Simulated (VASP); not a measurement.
Wanted: the native input for a VASP 6.6.1 run.

```yaml
Task: single point
Functional: LDA
Potentials_or_basis: VASP PAW LDA potentials, release 64 (Li_sv, F)
Cutoff: 520 eV
k_mesh: 9 × 9 × 6
Occupations: gaussian, width 0.05 eV
Spin: no spin polarisation
Dipole_correction: no
Further_INCAR_settings: ALGO = Normal; EDIFF = 1e-07; NBANDS = 18
```

The structure of LiF lies in POSCAR:

```
LiF
1.0
    3.2312056922      0.0000000000      0.0000000000
   -1.6156028461      2.7983062143      0.0000000000
    0.0000000000      0.0000000000      4.6215935016
Li F
2 2
Direct
    0.3333333333      0.6666666667      0.3839784076
    0.6666666667      0.3333333333      0.8839784076
    0.3333333333      0.6666666667      0.9910195924
    0.6666666667      0.3333333333      0.4910195924
```

One way to write it, as run:

INCAR

```
PREC = Accurate ; ENCUT = 520
EDIFF = 1E-7 ; ISMEAR = 0
SIGMA = 0.05 ; LREAL = False
LASPH = True ; NELM = 80
ALGO = Normal ; ISIF = 2
LWAVE = False ; LCHARG = False
NBANDS = 18
```

KPOINTS

```
Automatic mesh
0
Gamma
  9 9 6
```

Potentials or basis: VASP PAW LDA potentials, release 64 (Li_sv, F).

Launch:

```bash
$ cat potpaw_LDA.64/Li_sv/POTCAR potpaw_LDA.64/F/POTCAR > POTCAR
$ mpirun -np 1 vasp_std > vasp.out
```

It gave:

| Quantity | Value |
| --- | --- |
| Largest force | 0.217 eV/Å |
| Band gap on the k mesh | 7.12 eV |

Caveat: an odd mesh through Γ misses points on the zone boundary, where band edges can lie.

Run time: 28 s on 1 thread of Intel(R) Xeon(R) Platinum 8259CL CPU @ 2.50GHz (Skylake/Cascade Lake), on a shared host, peak memory 0.15 GiB.
